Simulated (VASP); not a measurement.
A run of VASP 6.6.1:

INCAR

```
SYSTEM = TaN
PREC = Accurate
ENCUT = 600
EDIFF = 1E-7
ISMEAR = -1
SIGMA = 0.08
LREAL = .False.
LASPH = .True.
NELM = 80
ALGO = Normal
ISIF = 3
LWAVE = .False.
LCHARG = .False.
GGA = PE
IBRION = 2
NSW = 32
EDIFFG = -0.005
PSTRESS = -0.9099999999999999
```

Contents of KPOINTS:

```
Automatic mesh
0
Gamma
  15 15 14
  0 0 0
```

The input POSCAR:

```
TaN
1.0
    2.9505141135      0.0000000000      0.0000000000
   -1.4752570568      2.5552201766      0.0000000000
    0.0000000000      0.0000000000      2.8979419819
Ta N
1 1
Direct
    0.0000000000      0.0000000000      0.0000000000
    0.3333333333      0.6666666667      0.5000000000
```

Potentials or basis: VASP PAW PBE potentials, release 64 (Ta_pv, N).

Run with:

```console
$ cat potpaw_PBE.64/Ta_pv/POTCAR potpaw_PBE.64/N/POTCAR > POTCAR
$ mpirun -np 1 vasp_std > vasp.out
```

Hardware: 1 thread of Intel Xeon 8259CL, on a shared host.

Question: How long does it take, and how much memory?

Answer: It took 2.2 min on 1 thread of Intel Xeon 8259CL, on a shared host, peak memory 0.21 GiB. Counts: scf iterations 28, k points 216, ion steps 3.
